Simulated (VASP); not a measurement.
C:

```
C
1.0
     0.00000    1.77140    1.77140
     1.77140    0.00000    1.77140
     1.77140    1.77140    0.00000
C
2
Direct
  0.75000 0.75000 0.75000
  0.50000 0.50000 0.50000
```

Base run:

```yaml
Program: VASP 6.6.1
Functional: BLYP
Dispersion: D3(BJ)
Potentials_or_basis: VASP PAW PBE potentials, release 64 (C)
Cutoff: 520 eV
k_mesh: 13 × 13 × 13
Occupations: fermi-dirac, width 0.05 eV
Spin: no spin polarisation
```

Its results: band gap on the k mesh 4.52 eV, indirect (least direct gap 5.80 eV); pressure 10.5 GPa.

Problem. The run is repeated on the same cell with these changes: functional from BLYP to PBE. What comes out?

Solution. Band gap on the k mesh 4.19 eV, indirect (least direct gap 5.65 eV); pressure 6.1 GPa.

PBE binds more tightly than BLYP, so the same cell stands under less pressure.

Caveats: the PAW data sets were made with another functional, which shifts forces and pressure a little (some runs).

A k mesh can miss the band edges.
